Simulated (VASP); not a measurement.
# PtSe2 (P-3m1) in VASP: further runs

Runs on PtSe2. Level: r2SCAN. Tasks: single point.

Program: VASP 6.6.1. These are calculated values, not measurements. Logs are shortened: lines on timing, memory, paths and dates and some standing lists are left out, and cuts for length are marked.

### 1 The cell of the first run

The structure is trigonal, space group P-3m1 (No. 164). Conventional cell: a = 3.643 Å, b = 3.643 Å, c = 6.096 Å, α = 90.00°, β = 90.00°, γ = 120.00°. Within 3.3 Å of Pt (site symmetry -3m) lie 6 Se at 2.50 Å. Se (site symmetry 3m) has 3 Pt at 2.50 Å and 3 Se at 3.43 Å within 3.5 Å.

### 2 Single point, r2SCAN (biaxial strain in the a-b plane: -2.0 %, then relaxed in part)

Input file POSCAR:

```
PtSe2
1.0
    3.6431326350      0.0000000000      0.0000000000
   -1.8215663175      3.1550454112      0.0000000000
    0.0000000000      0.0000000000      6.0956034098
Pt Se
1 2
Direct
    0.0000000000      0.0000000000      0.0000000000
    0.6666666667      0.3333333333      0.7782192182
    0.3333333333      0.6666666667      0.2217807818
```

Input file INCAR.step1:

```
SYSTEM = PtSe2
PREC = Accurate ; ENCUT = 520
ISMEAR = 0 ; SIGMA = 0.02
LREAL = .False. ; LASPH = .True.
NELM = 60 ; NBANDS = 18
GGA = PE ; ALGO = Normal
EDIFF = 1E-4 ; LWAVE = .True.
LCHARG = .False.
```

Input file INCAR.step2:

```
SYSTEM = PtSe2
PREC = Accurate ; ENCUT = 520
EDIFF = 1E-7 ; ISMEAR = 0
SIGMA = 0.02 ; LREAL = .False.
LASPH = .True. ; NELM = 60
ALGO = Normal ; ISIF = 2
LWAVE = .False. ; LCHARG = .True.
METAGGA = R2SCAN ; LMIXTAU = .True.
LELF = .True. ; LVHAR = .True.
NBANDS = 18 ; ISTART = 1
```

Input file KPOINTS:

```
regular mesh
0
Gamma
  12 12 6
  0 0 0
```

Potentials or basis: VASP PAW PBE potentials, release 64 (Pt, Se).

On the command line:

```
> cat potpaw_PBE.64/Pt/POTCAR potpaw_PBE.64/Se/POTCAR > POTCAR
> cp INCAR.step1 INCAR
> mpirun -np 1 vasp_std > vasp.out
> cp INCAR.step2 INCAR
> mpirun -np 1 vasp_std > vasp.out
```

OUTCAR:

```text
SYSTEM = PtSe2
   PREC = Accurate
   ENCUT = 520
   EDIFF = 1E-7
   ISMEAR = 0
   LREAL = .False.
   LASPH = .True.
   NELM = 60
   ISIF = 2
   METAGGA = R2SCAN
   ISTART = 1

 ion  position               nearest neighbor table
   1  0.000  0.000  0.000-   2 2.50   3 2.50   3 2.50   2 2.50   2 2.50   3 2.50
   2  0.667  0.333  0.778-   1 2.50   1 2.50   1 2.50
   3  0.333  0.667  0.222-   1 2.50   1 2.50   1 2.50

  LATTYP: Found a hexagonal cell.
 ALAT       =     3.6431326350
 C/A-ratio  =     1.6731763624

  Lattice vectors:

 A1 = (   3.6431326350,   0.0000000000,   0.0000000000)
 A2 = (  -1.8215663175,   3.1550454112,   0.0000000000)
 A3 = (   0.0000000000,   0.0000000000,   6.0956034098)

Analysis of symmetry for initial positions (statically):
=====================================================================
 Subroutine PRICEL returns:
 Original cell was already a primitive cell.

 Routine SETGRP: Setting up the symmetry group for a
 hexagonal supercell.

 Subroutine GETGRP returns: Found 12 space group operations
 (whereof 12 operations were pure point group operations)
 out of a pool of 24 trial point group operations.

The static configuration has the point symmetry D_3d.

Analysis of symmetry for dynamics (positions and initial velocities):
=====================================================================
 Subroutine PRICEL returns:
 Original cell was already a primitive cell.

 Routine SETGRP: Setting up the symmetry group for a
 hexagonal supercell.

 Subroutine GETGRP returns: Found 12 space group operations
 (whereof 12 operations were pure point group operations)
 out of a pool of 24 trial point group operations.

The dynamic configuration has the point symmetry D_3d.

 Subroutine INISYM returns: Found 12 space group operations
 (whereof 12 operations are pure point group operations),
 and found     1 'primitive' translations

----------------------------------------------------------------------------------------

                                     Primitive cell

  volume of cell :      70.0644

  direct lattice vectors                    reciprocal lattice vectors
     3.643132635  0.000000000  0.000000000     0.274489046  0.158476324  0.000000000
    -1.821566318  3.155045411  0.000000000     0.000000000  0.316952649  0.000000000
     0.000000000  0.000000000  6.095603410     0.000000000  0.000000000  0.164052668

  length of vectors
     3.643132635  3.643132635  6.095603410     0.316952649  0.316952649  0.164052668

  position of ions in fractional coordinates (direct lattice)
     0.000000000  0.000000000  0.000000000
     0.666666667  0.333333333  0.778219218
     0.333333333  0.666666667  0.221780782

  ion indices of the primitive-cell ions
   primitive index   ion index
                 1           1
                 2           2
                 3           3

----------------------------------------------------------------------------------------

 KPOINTS: regular mesh

Automatic generation of k-mesh.
 Grid dimensions read from file:
 generate k-points for:   12   12    6

 Generating k-lattice:

  Cartesian coordinates                     Fractional coordinates (reciprocal lattice)
     0.022874087  0.013206360  0.000000000     0.083333333  0.000000000  0.000000000
     0.000000000  0.026412721  0.000000000     0.000000000  0.083333333  0.000000000
     0.000000000  0.000000000  0.027342111     0.000000000  0.000000000  0.166666667

  Length of vectors
     0.026412721  0.026412721  0.027342111

  Shift w.r.t. Gamma in fractional coordinates (k-lattice)
     0.000000000  0.000000000  0.000000000

 Subroutine IBZKPT returns following result:
 ===========================================

 Found    100 irreducible k-points:

 Following reciprocal coordinates:
            Coordinates               Weight
  0.000000  0.000000  0.000000      1.000000
  0.083333  0.000000  0.000000      6.000000
  0.166667  0.000000  0.000000      6.000000
  0.250000  0.000000  0.000000      6.000000
  0.333333 -0.000000  0.000000      6.000000
  0.416667  0.000000  0.000000      6.000000
[... 16 lines left out ...]
  0.166667  0.000000  0.166667      6.000000
  0.000000  0.166667  0.166667      6.000000
 [... further k-points ...]
   k-points           NKPTS =    100   k-points in BZ     NKDIM =    100   number of bands    NBANDS=     18
   number of dos      NEDOS =    301   number of ions     NIONS =      3
   total plane-waves  NPLWV =  37632
   dimension x,y,z NGX =    28 NGY =   28 NGZ =   48
   dimension x,y,z NGXF=    56 NGYF=   56 NGZF=   96
   ions per type =               1   2
   NGX,Y,Z   is equivalent  to a cutoff of  12.78, 12.78, 13.09 a.u.
   NGXF,Y,Z  is equivalent  to a cutoff of  25.55, 25.55, 26.18 a.u.
 SYSTEM =  PtSe2
   PREC   = accura    normal or accurate (medium, high low for compatibility)
   ISTART =      1    job   : 0-new  1-cont  2-samecut
   ICHARG =      0    charge: 1-file 2-atom 10-const
   ISPIN  =      1    spin polarized calculation?
   LNONCOLLINEAR =      F non collinear calculations
   LSORBIT =      F    spin-orbit coupling
   LASPH  =      T    aspherical Exc in radial PAW
   ENCUT  =  520.0 eV  38.22 Ry    6.18 a.u.   6.77  6.77 11.33*2*pi/ulx,y,z
   NELM   =     60;   NELMIN=  2; NELMDL=  0     # of ELM steps
   EDIFF  = 0.1E-06   stopping-criterion for ELM
   LREAL  =      F    real-space projection
   EDIFFG = 0.1E-05   stopping-criterion for IOM
   NSW    =      0    number of steps for IOM
   IBRION =     -1    ionic relax: 0-MD 1-quasi-New 2-CG
   NFREE  =      0    steps in history (QN), initial steepest desc. (CG)
   ISIF   =      2    stress and relaxation
   ISYM   =      2    0-nonsym 1-usesym 2-fastsym
   POTIM  = 0.5000    time-step for ionic-motion
   TEBEG  =    0.0;   TEEND  =   0.0 temperature during run
   PSTRESS=    0.0 pullay stress
   NELECT =      22.0000    total number of electrons
   NUPDOWN=      -1.0000    fix difference up-down
   EMIN   =  10.00;   EMAX   =-10.00  energy-range for DOS
   EFERMI =   0.00;   METHOD = LEGACY
   ISMEAR =     0;   SIGMA  =   0.02  broadening in eV -4-tet -1-fermi 0-gaus
   EFERMI_NEDOS =   21; number of points for ismear=-14 and -15
   IALGO  =     38    algorithm
   IMIX   =      4    mixing-type and parameters
     AMIX     =   0.40;   BMIX     =  1.00
     AMIX_MAG =   1.60;   BMIX_MAG =  1.00
  volume/ion in A,a.u.               =      23.35       157.61
  Fermi-wavevector in a.u.,A,eV,Ry     =   1.112713  2.102723 16.845794  1.238131
  Thomas-Fermi vector in A             =   2.249290
   LORBIT       =      0    0 simple, 1 ext, 2 COOP (PROOUT), +10 PAW based schemes
   METAGGA = R2SCAN    functional components
   LHFCALC =     F    Hartree Fock is set to
   AEXX    =    0.0000 exact exchange contribution
   IVDW    =     0    specifies the selected vdW correction
   LEPSILON=     F    determine dielectric tensor
   LRPA    =     F    only Hartree local field effects (RPA)
 non-spin polarized calculation
 Gauss-broadening in eV      SIGMA  =   0.02
  energy-cutoff  :      520.00
  volume of cell :       70.06
 maximum number of plane-waves:      1906
   NGX = 13   NGY = 13   NGZ = 23

 number of electron      22.0000001 magnetization

 Free energy of the ion-electron system (eV)
  ---------------------------------------------------
  ext. energy  EPLUGINS =         0.00000000
  ---------------------------------------------------
  free energy    TOTEN  =       -81.46814123 eV

  energy without entropy =      -81.46814123  energy(sigma->0) =      -81.46814123

 E-fermi :   4.1955     XC(G=0): -10.3015

 val. band max:        4.0374189843   @ k =   0.0833   0.0833   0.0000
 cond. band min:       4.9221290465   @ k =   0.0000   0.2500   0.3333
 fundamental gap:      0.8847100623
 Fermi energy:         4.1955146227

 k-point     1 :       0.0000    0.0000    0.0000
  band No.  band energies     occupation
      1     -11.0923      2.00000
      2      -9.0801      2.00000
      3      -2.2160      2.00000
      4      -1.6348      2.00000
      5      -1.6348      2.00000
      6       0.5880      2.00000
[... 10 lines left out ...]
     17      12.8884      0.00000
     18      15.0769      0.00000

 k-point     2 :       0.0833    0.0000    0.0000
  band No.  band energies     occupation
      1     -11.0087      2.00000
      2      -9.0849      2.00000
      3      -2.1237      2.00000
      4      -1.6414      2.00000
      5      -1.5866      2.00000
      6       0.4836      2.00000
[... 10 lines left out ...]
     17      13.1924      0.00000
     18      14.9708      0.00000

 k-point     3 :       0.1667    0.0000    0.0000
  band No.  band energies     occupation
      1     -10.7680      2.00000
      2      -9.0995      2.00000
      3      -1.8768      2.00000
      4      -1.6161      2.00000
      5      -1.4610      2.00000
      6       0.0916      2.00000
[... 10 lines left out ...]
     17      13.9044      0.00000
     18      14.2568      0.00000

 k-point     4 :       0.2500    0.0000    0.0000
  band No.  band energies     occupation
      1     -10.4034      2.00000
      2      -9.1230      2.00000
      3      -1.7259      2.00000
      4      -1.3265      2.00000
      5      -1.3192      2.00000
      6      -0.6063      2.00000
[... 10 lines left out ...]
     17      13.8476      0.00000
     18      14.2473      0.00000

 k-point     5 :       0.3333   -0.0000    0.0000
  band No.  band energies     occupation
      1      -9.9809      2.00000
      2      -9.1529      2.00000
      3      -1.9790      2.00000
      4      -1.2394      2.00000
      5      -1.0955      2.00000
      6      -0.7267      2.00000
[... 10 lines left out ...]
     17      13.8711      0.00000
     18      14.5826      0.00000

 k-point     6 :       0.4167    0.0000    0.0000
  band No.  band energies     occupation
      1      -9.6114      2.00000
      2      -9.1868      2.00000
      3      -2.5471      2.00000
      4      -1.2298      2.00000
      5      -0.8894      2.00000
      6      -0.2739      2.00000
[... 10 lines left out ...]
     17      13.4952      0.00000
     18      14.7723      0.00000

 k-point     7 :       0.5000    0.0000    0.0000
  band No.  band energies     occupation
      1      -9.4480      2.00000
      2      -9.2131      2.00000
      3      -2.7942      2.00000
      4      -1.2358      2.00000
      5      -0.6818      2.00000
      6      -0.1734      2.00000
[... 10 lines left out ...]
     17      13.3560      0.00000
     18      14.6467      0.00000

 k-point     8 :       0.0833    0.0833    0.0000
  band No.  band energies     occupation
      1     -10.8465      2.00000
      2      -9.0946      2.00000
      3      -1.9465      2.00000
      4      -1.6407      2.00000
      5      -1.4998      2.00000
      6       0.3310      2.00000
[... 10 lines left out ...]
     17      13.7274      0.00000
     18      14.5732      0.00000
[... 229 lines left out ...]
     17      14.3167      0.00000
     18      14.6270      0.00000

 k-point    20 :       0.0000    0.0000    0.1667
  band No.  band energies     occupation
      1     -11.0637      2.00000
      2      -9.1422      2.00000
      3      -2.0686      2.00000
      4      -1.6331      2.00000
      5      -1.6331      2.00000
      6       0.5872      2.00000
[... 10 lines left out ...]
     17      12.8558      0.00000
     18      14.5153      0.00000

 k-point    21 :       0.0833    0.0000    0.1667
  band No.  band energies     occupation
      1     -10.9802      2.00000
      2      -9.1446      2.00000
      3      -1.9883      2.00000
      4      -1.6421      2.00000
      5      -1.5824      2.00000
      6       0.4842      2.00000
[... 10 lines left out ...]
     17      13.0763      0.00000
     18      14.4398      0.00000

 k-point    22 :       0.0000    0.0833    0.1667
  band No.  band energies     occupation
      1     -10.9805      2.00000
      2      -9.1436      2.00000
      3      -2.0011      2.00000
      4      -1.6267      2.00000
      5      -1.5877      2.00000
      6       0.4794      2.00000
[... 10 lines left out ...]
     17      13.2528      0.00000
     18      14.3795      0.00000

 k-point    23 :       0.1667    0.0000    0.1667
  band No.  band energies     occupation
      1     -10.7388      2.00000
      2      -9.1542      2.00000
      3      -1.7632      2.00000
      4      -1.6260      2.00000
      5      -1.4548      2.00000
      6       0.1030      2.00000
[... 10 lines left out ...]
     17      13.7333      0.00000
     18      14.2903      0.00000

 k-point    24 :       0.0000    0.1667    0.1667
  band No.  band energies     occupation
      1     -10.7419      2.00000
      2      -9.1470      2.00000
      3      -1.8953      2.00000
      4      -1.4982      2.00000
      5      -1.4658      2.00000
      6       0.0708      2.00000
[... 10 lines left out ...]
     17      13.6581      0.00000
     18      14.0738      0.00000

 [... further k-points ...]
[... 5 lines left out ...]
  --------------------------------------------------------------------------------------
  -------------------------------------------------------------------------------------
  Total        1.4931404      1.4931404      0.0244364      0.0000000      0.0000000      0.0000000
  in kB       34.1439628     34.1439628      0.5587930      0.0000000      0.0000000      0.0000000
  external PRESSURE =      22.9489062 kB  Pullay stress =       0.0000000 kB

 VOLUME and BASIS-vectors are now :
 -----------------------------------------------------------------------------
  energy-cutoff  :      520.00
  volume of cell :       70.06
      direct lattice vectors                 reciprocal lattice vectors
     3.643132635  0.000000000  0.000000000     0.274489046  0.158476324  0.000000000
    -1.821566318  3.155045411  0.000000000     0.000000000  0.316952649  0.000000000
     0.000000000  0.000000000  6.095603410     0.000000000  0.000000000  0.164052668

 POSITION                                       TOTAL-FORCE (eV/Angst)
 -----------------------------------------------------------------------------------
      0.00000      0.00000      0.00000         0.000000      0.000000      0.000000
      1.82157      1.05168      4.74372         0.000000      0.000000     -0.012950
     -0.00000      2.10336      1.35189        -0.000000      0.000000      0.012950
 -----------------------------------------------------------------------------------
    total drift:                               -0.000000     -0.000000      0.000000

  FREE ENERGIE OF THE ION-ELECTRON SYSTEM (eV)
  ---------------------------------------------------
  free  energy   TOTEN  =       -81.4681412296 eV

  energy  without entropy=      -81.4681412296  energy(sigma->0) =      -81.46814123
```

Wall time 4 min (1 thread of Intel Xeon 6975P-C (Granite Rapids), shared host); peak memory 0.29 GiB.

Results:

```yaml
Free_energy: -81.4681 eV
Pressure: 2.3 GPa
Largest_force: 0.013 eV/Å
Band_gap_on_the_k_mesh: 0.88 eV (least direct gap 1.15 eV)
```

Forces in eV/Å, atoms in the order of the input:
```
Pt   0.000  0.000  0.000
Se   0.000  0.000 -0.013
Se   0.000  0.000  0.013
```

Caveat: the cell differs from its parent crystal (biaxial strain in the a-b plane: -2.0 %, then relaxed in part); the PAW data sets were made with another functional, which shifts forces and pressure a little; spin-orbit coupling is left out, which moves the levels of the heavy elements. A k mesh can miss the band edges.

### 3 Single point, r2SCAN

POSCAR is that of step 2.

Input file INCAR.step1:

```
  PREC = Accurate
  ENCUT = 520
  ISMEAR = 0
  SIGMA = 0.02
  LREAL = F
  LASPH = T
  NELM = 80
  NBANDS = 18
  GGA = PE
  ALGO = Normal
  EDIFF = 1E-4
  LWAVE = T
  LCHARG = F
```

Input file INCAR.step2:

```
  PREC = Accurate
  ENCUT = 520
  EDIFF = 1E-6
  ISMEAR = 0
  SIGMA = 0.02
  LREAL = F
  LASPH = T
  NELM = 80
  ALGO = Normal
  ISIF = 2
  LWAVE = F
  LCHARG = F
  METAGGA = R2SCAN
  LMIXTAU = T
  NBANDS = 18
  ISTART = 1
```

Input file KPOINTS:

```
regular mesh
0
Gamma
  12 12 6
```

Potentials or basis: VASP PAW PBE potentials, release 64 (Pt, Se).

On the command line:

```
> cat potpaw_PBE.64/Pt/POTCAR potpaw_PBE.64/Se/POTCAR > POTCAR
> cp INCAR.step1 INCAR
> mpirun -np 1 vasp_std > vasp.out
> cp INCAR.step2 INCAR
> mpirun -np 1 vasp_std > vasp.out
```

It took 3.6 min on 1 thread of Intel Xeon 6975P-C (Granite Rapids), shared host; peak memory 0.29 GiB.

Results (log left out):

```yaml
Free_energy: -81.4681 eV
Pressure: 2.3 GPa
Largest_force: 0.013 eV/Å
Band_gap_on_the_k_mesh: 0.88 eV (least direct gap 1.15 eV)
```

Forces in eV/Å, atoms in the order of the input:
```
Pt   0.000  0.000  0.000
Se   0.000  0.000 -0.013
Se   0.000  0.000  0.013
```

Stress tensor (GPa, compression positive):
```
3.41 0.00 0.00
0.00 3.41 0.00
0.00 0.00 0.06
```

Levels at points of the mesh, in eV from the valence-band top:
```csv
k point,band 7,band 8,band 9,band 10,band 11,band 12,band 13,band 14,band 15,band 16
"(0.00, 0.00, 0.00)",-3.45,-2.09,-0.23,-0.23,-0.11,2.77,2.77,5.16,5.72,8.85
"(0.50, 0.00, 0.00)",-2.81,-2.80,-2.48,-2.34,-2.20,1.97,2.74,5.24,6.57,8.28
"(0.00, 0.00, 0.50)",-3.45,-1.98,-1.47,-0.32,-0.32,2.95,2.95,5.93,7.06,8.71
"(0.50, 0.00, 0.50)",-2.95,-2.81,-2.44,-2.05,-1.54,2.37,2.53,4.67,5.93,7.54
```

Caveat: the PAW data sets were made with another functional, which shifts forces and pressure a little; spin-orbit coupling is left out, which moves the levels of the heavy elements. A k mesh can miss the band edges.

### 4 Single point, r2SCAN (biaxial strain in the a-b plane: +1.0 %)

Input file POSCAR:

```
PtSe2
1.0
    3.7546571034      0.0000000000      0.0000000000
   -1.8773285517      3.2516284340      0.0000000000
    0.0000000000      0.0000000000      5.7869219287
Pt Se
1 2
Direct
    0.0000000000      0.0000000000      0.0000000000
    0.6666666667      0.3333333333      0.7747925649
    0.3333333333      0.6666666667      0.2252074351
```

Input file INCAR.step1:

```
PREC = Accurate
ENCUT = 520
ISMEAR = 0
SIGMA = 0.02
LREAL = F
LASPH = T
NELM = 100
NBANDS = 18
GGA = PE
ALGO = Normal
EDIFF = 1E-4
LWAVE = T
LCHARG = F
```

Input file INCAR.step2:

```
PREC = Accurate
ENCUT = 520
EDIFF = 1E-7
ISMEAR = 0
SIGMA = 0.02
LREAL = F
LASPH = T
NELM = 100
ALGO = Normal
ISIF = 2
LWAVE = F
LCHARG = F
METAGGA = R2SCAN
LMIXTAU = T
NBANDS = 18
ISTART = 1
```

KPOINTS is that of step 3.

On the command line:

```
> cat potpaw_PBE.64/Pt/POTCAR potpaw_PBE.64/Se/POTCAR > POTCAR
> cp INCAR.step1 INCAR
> mpirun -np 1 vasp_std > vasp.out
> cp INCAR.step2 INCAR
> mpirun -np 1 vasp_std > vasp.out
```

Run time: 4 min. Hardware: 1 thread of Intel Xeon 6975P-C (Granite Rapids), shared host; peak memory 0.29 GiB.

Results (log left out):

```
Free energy            : -81.4897 eV
Pressure               : -1.8 GPa
Largest force          : 0.121 eV/Å
Band gap on the k mesh : 0.49 eV (least direct gap 0.89 eV)
```

Forces in eV/Å, atoms in the order of the input:
```
Pt   0.000  0.000  0.000
Se   0.000  0.000  0.121
Se   0.000  0.000 -0.121
```

Stress tensor (GPa, compression positive):
```
-2.27  0.00  0.00
 0.00 -2.27  0.00
 0.00  0.00 -0.89
```

Levels at points of the mesh, in eV from the valence-band top:
```
           k point  band 7  band 8  band 9  band 10  band 11  band 12  band 13  band 14  band 15  band 16
(0.00, 0.00, 0.00)   -3.61   -2.19   -0.70    -0.70    -0.03     2.24     2.24     4.62     5.11     8.21
(0.50, 0.00, 0.00)   -3.13   -3.03   -2.72    -2.69    -2.62     1.47     2.40     4.89     6.36     7.97
(0.00, 0.00, 0.50)   -3.62   -2.15   -1.57    -0.83    -0.83     2.51     2.51     5.50     6.42     7.96
(0.50, 0.00, 0.50)   -3.13   -3.10   -2.79    -2.50    -1.50     1.89     1.95     4.54     5.71     7.56
```

Caveat: the cell differs from its parent crystal (biaxial strain in the a-b plane: +1.0 %); the PAW data sets were made with another functional, which shifts forces and pressure a little; spin-orbit coupling is left out, which moves the levels of the heavy elements. A k mesh can miss the band edges.
